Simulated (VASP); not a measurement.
# PbO (Pmm2) in VASP: single point with PBEsol

Aim: the single point of PbO with PBEsol.

Program: VASP 6.6.1. These are calculated values, not measurements. Logs are shortened: lines on timing, memory, paths and dates and some standing lists are left out, and cuts for length are marked.

**1. The cell of the first run**

Symmetry: Pmm2, No. 25, orthorhombic system. The conventional cell has a = 3.756 Å, b = 3.948 Å, c = 5.106 Å, α = 90.00°, β = 90.00°, γ = 90.00°. Within 2.9 Å of Pb (site symmetry mm2) lie 4 O at 2.16 to 2.23 Å. Pb (site symmetry mm2) has 4 O at 2.35 to 2.47 Å within 3.1 Å. O (site symmetry mm2) has 4 Pb at 2.16 to 2.47 Å and 4 O at 2.74 Å within 2.9 Å. O (site symmetry mm2) has 4 Pb at 2.23 to 2.35 Å and 4 O at 2.74 Å within 3.0 Å.

**2. Single point, PBEsol (strained and its atoms moved)**

INCAR reads:

```
PREC = Accurate ; ENCUT = 520
EDIFF = 1E-6 ; ISMEAR = 0
SIGMA = 0.02 ; LREAL = F
LASPH = T ; NELM = 60
ALGO = Normal ; ISIF = 2
LWAVE = F ; LCHARG = F
GGA = PS ; NBANDS = 28
```

KPOINTS reads:

```
Automatic mesh
0
Gamma
  8 8 6
```

POSCAR reads:

```
PbO
1.0
    3.7560862080      0.0000000000      0.0000000000
    0.0000000000      3.9484869120      0.0000000000
    0.0000000000      0.0000000000      5.1056665200
Pb O
2 2
Direct
    0.0000000000      0.5000000000      0.2239082335
    0.5000000000      0.0000000000      0.7377933033
    0.0000000000      0.0000000000      0.0505746440
    0.5000000000      0.5000000000     -0.0122761808
```

Potentials or basis: VASP PAW PBE potentials, release 64 (Pb_d, O).

Launch:

```
> cat potpaw_PBE.64/Pb_d/POTCAR potpaw_PBE.64/O/POTCAR > POTCAR
> mpirun -np 1 vasp_std > vasp.out
```

OUTCAR:

```text
PREC = Accurate
   ENCUT = 520
   EDIFF = 1E-6
   ISMEAR = 0
   LREAL = F
   LASPH = T
   NELM = 60
   ISIF = 2
   GGA = PS

 ion  position               nearest neighbor table
   1  0.000  0.500  0.224-   3 2.16   3 2.16   4 2.23   4 2.23   2 3.69   2 3.69   2 3.69   2 3.69
                             2 3.78   2 3.78   2 3.78   2 3.78
   2  0.500  0.000  0.738-   4 2.35   4 2.35   3 2.47   3 2.47   1 3.69   1 3.69   1 3.69   1 3.69
                             1 3.78   1 3.78   1 3.78   1 3.78
   3  0.000  0.000  0.051-   1 2.16   1 2.16   2 2.47   2 2.47
   4  0.500  0.500  0.988-   1 2.23   1 2.23   2 2.35   2 2.35

  LATTYP: Found a simple orthorhombic cell.
 ALAT       =     3.7560862080
 B/A-ratio  =     1.0512237189
 C/A-ratio  =     1.3593049353

  Lattice vectors:

 A1 = (   3.7560862080,   0.0000000000,   0.0000000000)
 A2 = (   0.0000000000,   3.9484869120,   0.0000000000)
 A3 = (   0.0000000000,   0.0000000000,   5.1056665200)

Analysis of symmetry for initial positions (statically):
=====================================================================
 Subroutine PRICEL returns:
 Original cell was already a primitive cell.

 Routine SETGRP: Setting up the symmetry group for a
 simple orthorhombic supercell.

 Subroutine GETGRP returns: Found  4 space group operations
 (whereof  4 operations were pure point group operations)
 out of a pool of  8 trial point group operations.

The static configuration has the point symmetry C_2v.

Analysis of symmetry for dynamics (positions and initial velocities):
=====================================================================
 Subroutine PRICEL returns:
 Original cell was already a primitive cell.

 Routine SETGRP: Setting up the symmetry group for a
 simple orthorhombic supercell.

 Subroutine GETGRP returns: Found  4 space group operations
 (whereof  4 operations were pure point group operations)
 out of a pool of  8 trial point group operations.

The dynamic configuration has the point symmetry C_2v.

 Subroutine INISYM returns: Found  4 space group operations
 (whereof  4 operations are pure point group operations),
 and found     1 'primitive' translations

----------------------------------------------------------------------------------------

                                     Primitive cell

  volume of cell :      75.7214

  direct lattice vectors                    reciprocal lattice vectors
     3.756086208  0.000000000  0.000000000     0.266234571  0.000000000  0.000000000
     0.000000000  3.948486912  0.000000000     0.000000000  0.253261571  0.000000000
     0.000000000  0.000000000  5.105666520     0.000000000  0.000000000  0.195860814

  length of vectors
     3.756086208  3.948486912  5.105666520     0.266234571  0.253261571  0.195860814

  position of ions in fractional coordinates (direct lattice)
     0.000000000  0.500000000  0.223908233
     0.500000000  0.000000000  0.737793303
     0.000000000  0.000000000  0.050574644
     0.500000000  0.500000000  0.987723819

  ion indices of the primitive-cell ions
   primitive index   ion index
                 1           1
                 2           2
                 3           3
                 4           4

----------------------------------------------------------------------------------------

 KPOINTS: Automatic mesh

Automatic generation of k-mesh.
 Grid dimensions read from file:
 generate k-points for:    8    8    6

 Generating k-lattice:

  Cartesian coordinates                     Fractional coordinates (reciprocal lattice)
     0.033279321  0.000000000  0.000000000     0.125000000  0.000000000  0.000000000
     0.000000000  0.031657696  0.000000000     0.000000000  0.125000000  0.000000000
     0.000000000  0.000000000  0.032643469     0.000000000  0.000000000  0.166666667

  Length of vectors
     0.033279321  0.031657696  0.032643469

  Shift w.r.t. Gamma in fractional coordinates (k-lattice)
     0.000000000  0.000000000  0.000000000

 Subroutine IBZKPT returns following result:
 ===========================================

 Found    100 irreducible k-points:

 Following reciprocal coordinates:
            Coordinates               Weight
  0.000000  0.000000  0.000000      1.000000
  0.125000  0.000000  0.000000      2.000000
  0.250000  0.000000  0.000000      2.000000
  0.375000  0.000000  0.000000      2.000000
  0.500000  0.000000  0.000000      1.000000
  0.000000  0.125000  0.000000      2.000000
[... 16 lines left out ...]
  0.250000  0.500000  0.000000      2.000000
  0.375000  0.500000  0.000000      2.000000
 [... further k-points ...]
   k-points           NKPTS =    100   k-points in BZ     NKDIM =    100   number of bands    NBANDS=     28
   number of dos      NEDOS =    301   number of ions     NIONS =      4
   total plane-waves  NPLWV =  33600
   dimension x,y,z NGX =    28 NGY =   30 NGZ =   40
   dimension x,y,z NGXF=    56 NGYF=   60 NGZF=   80
   ions per type =               2   2
   NGX,Y,Z   is equivalent  to a cutoff of  12.39, 12.63, 13.02 a.u.
   NGXF,Y,Z  is equivalent  to a cutoff of  24.79, 25.26, 26.05 a.u.
 SYSTEM =  unknown system
   PREC   = accura    normal or accurate (medium, high low for compatibility)
   ISTART =      0    job   : 0-new  1-cont  2-samecut
   ICHARG =      2    charge: 1-file 2-atom 10-const
   ISPIN  =      1    spin polarized calculation?
   LNONCOLLINEAR =      F non collinear calculations
   LSORBIT =      F    spin-orbit coupling
   LASPH  =      T    aspherical Exc in radial PAW
   ENCUT  =  520.0 eV  38.22 Ry    6.18 a.u.   6.98  7.34  9.49*2*pi/ulx,y,z
   NELM   =     60;   NELMIN=  2; NELMDL= -5     # of ELM steps
   EDIFF  = 0.1E-05   stopping-criterion for ELM
   LREAL  =      F    real-space projection
   EDIFFG = 0.1E-04   stopping-criterion for IOM
   NSW    =      0    number of steps for IOM
   IBRION =     -1    ionic relax: 0-MD 1-quasi-New 2-CG
   NFREE  =      0    steps in history (QN), initial steepest desc. (CG)
   ISIF   =      2    stress and relaxation
   ISYM   =      2    0-nonsym 1-usesym 2-fastsym
   POTIM  = 0.5000    time-step for ionic-motion
   TEBEG  =    0.0;   TEEND  =   0.0 temperature during run
   PSTRESS=    0.0 pullay stress
   NELECT =      40.0000    total number of electrons
   NUPDOWN=      -1.0000    fix difference up-down
   EMIN   =  10.00;   EMAX   =-10.00  energy-range for DOS
   EFERMI =   0.00;   METHOD = LEGACY
   ISMEAR =     0;   SIGMA  =   0.02  broadening in eV -4-tet -1-fermi 0-gaus
   EFERMI_NEDOS =   21; number of points for ismear=-14 and -15
   IALGO  =     38    algorithm
   IMIX   =      4    mixing-type and parameters
     AMIX     =   0.40;   BMIX     =  1.00
     AMIX_MAG =   1.60;   BMIX_MAG =  1.00
  volume/ion in A,a.u.               =      18.93       127.75
  Fermi-wavevector in a.u.,A,eV,Ry     =   1.323392  2.500849 23.828796  1.751367
  Thomas-Fermi vector in A             =   2.453004
   LORBIT       =      0    0 simple, 1 ext, 2 COOP (PROOUT), +10 PAW based schemes
   GGA     = PS    functional components
   LHFCALC =     F    Hartree Fock is set to
   AEXX    =    0.0000 exact exchange contribution
   IVDW    =     0    specifies the selected vdW correction
   LEPSILON=     F    determine dielectric tensor
   LRPA    =     F    only Hartree local field effects (RPA)
 non-spin polarized calculation
 Gauss-broadening in eV      SIGMA  =   0.02
  energy-cutoff  :      520.00
  volume of cell :       75.72
 maximum number of plane-waves:      2070
 NGX is ok and might be reduce to    28
   NGX = 13   NGY = 15   NGZ = 19

 number of electron      40.0000004 magnetization

 Free energy of the ion-electron system (eV)
  ---------------------------------------------------
  ext. energy  EPLUGINS =         0.00000000
  ---------------------------------------------------
  free energy    TOTEN  =       -22.38833742 eV

  energy without entropy =      -22.38833742  energy(sigma->0) =      -22.38833742

 E-fermi :   5.8204     XC(G=0): -10.3540

 val. band max:        5.6833631096   @ k =   0.1250   0.0000   0.0000
 cond. band min:       6.1416462254   @ k =   0.5000   0.5000   0.0000
 fundamental gap:      0.4582831158
 Fermi energy:         5.8204453055

 k-point     1 :       0.0000    0.0000    0.0000
  band No.  band energies     occupation
      1     -13.2202      2.00000
      2     -12.5355      2.00000
      3     -10.7044      2.00000
      4     -10.6809      2.00000
      5     -10.6767      2.00000
      6     -10.6376      2.00000
[... 20 lines left out ...]
     27      12.8609      0.00000
     28      13.6668      0.00000

 k-point     2 :       0.1250    0.0000    0.0000
  band No.  band energies     occupation
      1     -13.1828      2.00000
      2     -12.5523      2.00000
      3     -10.6854      2.00000
      4     -10.6758      2.00000
      5     -10.6757      2.00000
      6     -10.6438      2.00000
[... 20 lines left out ...]
     27      13.2029      0.00000
     28      15.0615      0.00000

 k-point     3 :       0.2500    0.0000    0.0000
  band No.  band energies     occupation
      1     -13.0845      2.00000
      2     -12.6047      2.00000
      3     -10.6698      2.00000
      4     -10.6668      2.00000
      5     -10.6553      2.00000
      6     -10.6371      2.00000
[... 20 lines left out ...]
     27      13.4565      0.00000
     28      17.2387      0.00000

 k-point     4 :       0.3750    0.0000    0.0000
  band No.  band energies     occupation
      1     -12.9577      2.00000
      2     -12.6910      2.00000
      3     -10.6769      2.00000
      4     -10.6492      2.00000
      5     -10.6470      2.00000
      6     -10.6049      2.00000
[... 20 lines left out ...]
     27      13.9725      0.00000
     28      16.0660      0.00000

 k-point     5 :       0.5000    0.0000    0.0000
  band No.  band energies     occupation
      1     -12.8612      2.00000
      2     -12.7724      2.00000
      3     -10.6829      2.00000
      4     -10.6415      2.00000
      5     -10.6262      2.00000
      6     -10.6182      2.00000
[... 20 lines left out ...]
     27      14.8478      0.00000
     28      14.8618      0.00000

 k-point     6 :       0.0000    0.1250    0.0000
  band No.  band energies     occupation
      1     -13.1652      2.00000
      2     -12.5359      2.00000
      3     -10.7332      2.00000
      4     -10.6732      2.00000
      5     -10.6460      2.00000
      6     -10.6417      2.00000
[... 463 lines left out ...]
      5     -10.6475      2.00000
      6     -10.5346      2.00000
[... 20 lines left out ...]
     27      14.6315      0.00000
     28      15.1436      0.00000

 k-point    22 :       0.1250    0.5000    0.0000
  band No.  band energies     occupation
      1     -12.7831      2.00000
      2     -12.5887      2.00000
      3     -10.7340      2.00000
      4     -10.6790      2.00000
      5     -10.6325      2.00000
      6     -10.5264      2.00000
[... 20 lines left out ...]
     27      15.1438      0.00000
     28      15.1449      0.00000

 k-point    23 :       0.2500    0.5000    0.0000
  band No.  band energies     occupation
      1     -12.7707      2.00000
      2     -12.5886      2.00000
      3     -10.7024      2.00000
      4     -10.6933      2.00000
      5     -10.6042      2.00000
      6     -10.5029      2.00000
[... 20 lines left out ...]
     27      14.2218      0.00000
     28      14.9301      0.00000

 k-point    24 :       0.3750    0.5000    0.0000
  band No.  band energies     occupation
      1     -12.7630      2.00000
      2     -12.5905      2.00000
      3     -10.7252      2.00000
      4     -10.6462      2.00000
      5     -10.5825      2.00000
      6     -10.4756      2.00000
[... 20 lines left out ...]
     27      13.7363      0.00000
     28      14.9469      0.00000

 [... further k-points ...]
[... 5 lines left out ...]
  --------------------------------------------------------------------------------------
  -------------------------------------------------------------------------------------
  Total        1.5172737      4.8457980     -0.0852713      0.0000000      0.0000000      0.0000000
  in kB       32.1037530    102.5314711     -1.8042422      0.0000000      0.0000000      0.0000000
  external PRESSURE =      44.2769940 kB  Pullay stress =       0.0000000 kB

 VOLUME and BASIS-vectors are now :
 -----------------------------------------------------------------------------
  energy-cutoff  :      520.00
  volume of cell :       75.72
      direct lattice vectors                 reciprocal lattice vectors
     3.756086208  0.000000000  0.000000000     0.266234571  0.000000000  0.000000000
     0.000000000  3.948486912  0.000000000     0.000000000  0.253261571  0.000000000
     0.000000000  0.000000000  5.105666520     0.000000000  0.000000000  0.195860814

 POSITION                                       TOTAL-FORCE (eV/Angst)
 -----------------------------------------------------------------------------------
      0.00000      1.97424      1.14320         0.000000      0.000000      1.855039
      1.87804      0.00000      3.76693         0.000000      0.000000      1.349240
      0.00000      0.00000      0.25822         0.000000      0.000000     -2.229686
      1.87804      1.97424      5.04299         0.000000      0.000000     -0.974593
 -----------------------------------------------------------------------------------
    total drift:                                0.000000      0.000000      0.000837

  FREE ENERGIE OF THE ION-ELECTRON SYSTEM (eV)
  ---------------------------------------------------
  free  energy   TOTEN  =       -22.3883374244 eV

  energy  without entropy=      -22.3883374244  energy(sigma->0) =      -22.38833742
```

It took 1.8 min on 1 thread of Intel Xeon 6975P-C (Granite Rapids), shared host; peak memory 0.29 GiB.

What came out:

```yaml
Free_energy: -22.3883 eV
Pressure: 4.4 GPa
Largest_force: 2.230 eV/Å
Band_gap_on_the_k_mesh: 0.46 eV, indirect (least direct gap 1.35 eV)
```

Forces in eV/Å, atoms in the order of the input:
```
Pb   0.000  0.000  1.855
Pb   0.000  0.000  1.349
O    0.000  0.000 -2.230
O    0.000  0.000 -0.975
```

Stress tensor (GPa, compression positive):
```
 3.21  0.00  0.00
 0.00 10.25  0.00
 0.00  0.00 -0.18
```

Levels at points of the mesh, in eV from the valence-band top:
| k point | band 17 | band 18 | band 19 | band 20 | band 21 | band 22 | band 23 | band 24 |
| --- | --- | --- | --- | --- | --- | --- | --- | --- |
| (0.00, 0.00, 0.00) | -2.13 | -2.03 | -1.61 | -0.07 | 2.55 | 4.91 | 5.31 | 5.47 |
| (0.50, 0.00, 0.00) | -3.76 | -3.20 | -2.08 | -1.73 | 2.13 | 2.76 | 6.17 | 6.61 |
| (0.00, 0.50, 0.00) | -3.27 | -2.62 | -2.37 | -1.74 | 3.46 | 3.83 | 5.91 | 6.07 |
| (0.50, 0.50, 0.00) | -2.50 | -1.71 | -1.04 | -0.89 | 0.46 | 0.78 | 4.38 | 5.28 |
| (0.00, 0.00, 0.50) | -2.11 | -2.10 | -1.59 | -1.47 | 2.14 | 3.75 | 3.93 | 4.46 |
| (0.50, 0.00, 0.50) | -3.77 | -3.18 | -1.67 | -0.63 | 2.10 | 2.96 | 5.85 | 6.79 |
| (0.00, 0.50, 0.50) | -3.25 | -2.57 | -1.94 | -0.95 | 2.57 | 3.14 | 5.55 | 6.91 |
| (0.50, 0.50, 0.50) | -3.11 | -2.17 | -0.98 | -0.95 | 2.23 | 3.00 | 4.47 | 5.13 |

Caveat: the cell differs from its parent crystal (strained and its atoms moved); the PAW data sets were made with another functional, which shifts forces and pressure a little; spin-orbit coupling is left out, which moves the levels of the heavy elements. A k mesh can miss the band edges.
